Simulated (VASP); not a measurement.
LiWS3: relaxation of cell and atoms with PBE

Crystal: LiWS3.

```
CELL_PARAMETERS angstrom
3.79731 0.00000 0.00000
-1.89866 3.28857 0.00000
0.00000 0.00000 4.89751
ATOMIC_POSITIONS crystal
Li 0.00000 0.00000 0.50000
W 0.00000 0.00000 0.00000
S 0.50000 0.00000 0.50000
S 0.00000 0.50000 0.50000
S 0.50000 0.50000 0.50000
```

The cell was generated, and may not be a known phase.

```json
{"Program": "VASP 6.6.1", "Task": "relaxation of cell and atoms", "Functional": "PBE", "Potentials or basis": "VASP PAW PBE potentials, release 64 (Li_sv, W_sv, S)", "Cutoff": "600 eV", "k mesh": "6 × 6 × 4", "Occupations": "gaussian, width 0.1 eV", "Spin": "no spin polarisation", "Dipole correction": "no", "Further INCAR settings": "ALGO = Normal; EDIFF = 1e-06; IBRION = 2; EDIFFG = -0.04; NSW = 90; ISIF = 3"}
```

```json
{"Relaxed volume": "18.78 Å³/atom", "Relaxed cell": "a = 4.935 Å, b = 4.935 Å, c = 4.453 Å, α = 90.00°, β = 90.00°, γ = 120.00°", "Space group after relaxing (to 0.1 Å)": "P6/mmm (No. 191)", "Energy gained by relaxing": "2176.1 meV/atom", "Ionic steps": "11", "Pressure after relaxing": "0.0 GPa", "Band gap on the k mesh": "zero (an odd number of electrons rules out a gap without spin polarisation)"}
```

The path:
```
step  energy change (eV)  largest force (eV/Å)  pressure (GPa)  volume (Å³)
   1              0.0000                0.0000           86.73        61.16
   2             -9.1445                0.0000           -9.63       133.79
   3            -10.5854                0.0000           -0.20       100.05
   4            -10.6235                0.0000           -3.08       105.40
   5            -10.6279                0.0000           -2.47       104.12
   6            -10.7973                0.0000           -2.03       100.10
   7            -10.8683                0.0000           -1.37        96.72
   8            -10.8722                0.0000           -1.06        95.58
   9            -10.8724                0.0000           -1.12        95.80
  10            -10.8800                0.0000            0.28        93.47
  11            -10.8805                0.0000            0.01        93.91
```

Final structure:
```cif
data_structure
_symmetry_space_group_name_H-M 'P 1'
_symmetry_Int_Tables_number 1
_cell_length_a 4.9346
_cell_length_b 4.9346
_cell_length_c 4.4534
_cell_angle_alpha 90.000
_cell_angle_beta 90.000
_cell_angle_gamma 120.000
_cell_volume 93.91
loop_
_atom_site_label
_atom_site_type_symbol
_atom_site_fract_x
_atom_site_fract_y
_atom_site_fract_z
_atom_site_occupancy
Li1 Li 0.00000 0.00000 0.50000 1
W1 W 0.00000 0.00000 0.00000 1
S1 S 0.50000 0.00000 0.50000 1
S2 S 0.00000 0.50000 0.50000 1
S3 S 0.50000 0.50000 0.50000 1
```

Levels at points of the mesh, in eV from the Fermi level:
```csv
k point,band 13,band 14,band 15,band 16,band 17,band 18,band 19,band 20,band 21
"(0.00, 0.00, 0.00)",-1.78,-1.11,-1.11,-0.78,-0.55,-0.55,-0.07,-0.07,2.28
"(0.50, 0.00, 0.00)",-2.87,-2.69,-2.36,-2.08,-0.57,0.08,0.56,0.97,1.31
"(0.00, 0.00, 0.50)",-2.39,-2.39,-1.02,0.69,0.69,1.22,1.22,1.65,2.31
"(0.50, 0.00, 0.50)",-2.58,-2.41,-2.32,-2.01,-1.45,-0.27,-0.11,-0.01,0.98
```

Wall time 9.1 min on 1 thread of Intel(R) Xeon(R) Platinum 8259CL CPU @ 2.50GHz (Skylake/Cascade Lake), with other jobs on the host, peak memory 0.21 GiB.

Caveat: the cutoff is under 1.25 times the usual one of these potentials, so pressure, stress and relaxed cells hold a basis-set (Pulay) error; the volume moved by over 15 % at a fixed basis, so the end points are rough; spin-orbit coupling is left out, which moves the levels of the heavy elements; an odd number of electrons without spin polarisation forces a metal; a magnetic or distorted state may lie lower.
